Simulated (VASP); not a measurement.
Runs of VASP 6.6.1 on Lu. The structure is that of space group P6_3/mmc (No. 194), or close to it. The cells are those of the table. 

```csv
cell,gap on the mesh (eV),pressure (GPa)
"a = 3.498, b = 3.498, c = 5.478 Å, angles 90.0, 90.0, 120.0°, 2 atoms",none,0.3
"a = 3.499, b = 3.499, c = 5.477 Å, angles 90.0, 90.0, 120.0°, 2 atoms",none,(a)
"a = 3.502, b = 3.502, c = 5.541 Å, angles 90.0, 90.0, 120.0°, 2 atoms",none,-0.3
"a = 3.507, b = 3.507, c = 5.469 Å, angles 90.0, 90.0, 120.0°, 2 atoms",none,(b)
"a = 3.503, b = 3.503, c = 5.551 Å, angles 90.0, 90.0, 120.0°, 2 atoms",none,-0.4
```

Alike in all rows: task single point; level PBE; potentials or basis VASP PAW PBE potentials, release 64 (Lu); no spin polarisation; k mesh 7 × 7 × 4; cutoff (eV) 520; smearing fermi-dirac 0.1 eV.

Fill in the values left out.

(a) 0.5; (b) 0.1.

Caveats: spin-orbit coupling is left out, which moves the levels of the heavy elements.

A k mesh can miss the band edges, and the runs leave out spin-orbit coupling on Lu.

A gap of «none» marks levels without a gap at the run's occupations.
